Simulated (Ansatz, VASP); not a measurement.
**SnO2: VASP beside Ansatz**

POSCAR

```
SnO2
1.0
    4.7602164758      0.0000000000      0.0000000000
    0.0000000000      4.7602164758      0.0000000000
    0.0000000000      0.0000000000      3.2005650987
Sn O
2 4
Direct
    0.0000000000      0.0000000000     -0.0624889649
    0.5000000000      0.5000000000      0.5000000000
    0.3058934984      0.3058934984      0.0000000000
    0.1941065016      0.8058934984      0.5000000000
    0.6941065016      0.6941065016      0.0000000000
    0.8058934984      0.1941065016      0.5000000000
```

The input INCAR.step1:

```
SYSTEM = SnO2
ALGO     = Normal         ! electronic algorithm
EDIFF    = 1E-4           ! SCF threshold, eV
ENCUT    = 520            ! plane-wave cutoff, eV
GGA      = PE             ! functional
ISMEAR   = 0              ! smearing method
LASPH    = .True.         ! aspherical terms in the spheres
LCHARG   = .False.        ! write CHGCAR
LREAL    = .False.        ! projectors in reciprocal space
LWAVE    = .True.         ! write WAVECAR
NBANDS   = 35             ! bands
NELM     = 80             ! most SCF steps
PREC     = Accurate       ! precision mode
SIGMA    = 0.05           ! smearing width, eV
```

INCAR.step2

```
SYSTEM = SnO2
ALGO     = Normal         ! electronic algorithm
EDIFF    = 1E-6           ! SCF threshold, eV
ENCUT    = 520            ! plane-wave cutoff, eV
ISIF     = 2              ! what is computed and relaxed
ISMEAR   = 0              ! smearing method
ISTART   = 1            
LASPH    = .True.         ! aspherical terms in the spheres
LCHARG   = .False.        ! write CHGCAR
LMIXTAU  = .True.       
LREAL    = .False.        ! projectors in reciprocal space
LWAVE    = .False.        ! write WAVECAR
METAGGA  = R2SCAN         ! meta-GGA
NBANDS   = 35             ! bands
NELM     = 80             ! most SCF steps
PREC     = Accurate       ! precision mode
SIGMA    = 0.05           ! smearing width, eV
```

KPOINTS

```
k-points
0
Gamma
  6 6 8
  0 0 0
```

Input for Ansatz:

```yaml
crystal:
  lattice:
    - [4.7602164758, 0.0, 0.0]
    - [0.0, 4.7602164758, 0.0]
    - [0.0, 0.0, 3.2005650987]
  atoms:
    - { symbol: Sn, position: [0.0, 0.0, -0.0624889649] }
    - { symbol: Sn, position: [0.5, 0.5, 0.5] }
    - { symbol: O, position: [0.3058934984, 0.3058934984, 0.0] }
    - { symbol: O, position: [0.1941065016, 0.8058934984, 0.5] }
    - { symbol: O, position: [0.6941065016, 0.6941065016, 0.0] }
    - { symbol: O, position: [0.8058934984, 0.1941065016, 0.5] }
basis:
  ecutwfc: 500
kpoints:
  mp_grid: { grid: [6, 6, 8] }
hamiltonian:
  xc: r2scan
scf:
  occupations: { method: gaussian, width: 0.05 }
output:
  forces: true
  stress: true
  eigenvalues: true
```

Alike in both runs: task single point; functional r2SCAN; k mesh 6 × 6 × 8; occupations gaussian, width 0.05 eV; no spin polarisation.

|  | VASP | Ansatz |
| --- | --- | --- |
| version | VASP 6.6.1 | Ansatz 0.2.0 |
| potentials or method | VASP PAW PBE potentials, release 64 (Sn_d, O), cutoff 520 eV | scalar-relativistic, plane waves, PAW |
| valence electrons in the cell | 52 | 52 |

Ansatz gave:

```
gap on the k mesh at the Fermi level (eV)                     : 1.78
least direct gap on the mesh (eV)                             : 1.78
pressure (GPa)                                                : 3.3
traceless stress, the component that is largest in VASP (GPa) : -3.18
rms of the force components (eV/Å)                            : 1.263
```

Task: What did VASP give for the same quantities?

Result: gap on the k mesh at the Fermi level (eV): 1.80; least direct gap on the mesh (eV): 1.80; pressure (GPa): 4.5; traceless stress, the component that is largest in VASP (GPa): -3.25; rms of the force components (eV/Å): 1.312.

VASP's potentials were made for PBE, not for r2SCAN. Atom by atom the forces differ by 0.050 eV/Å (rms over components).
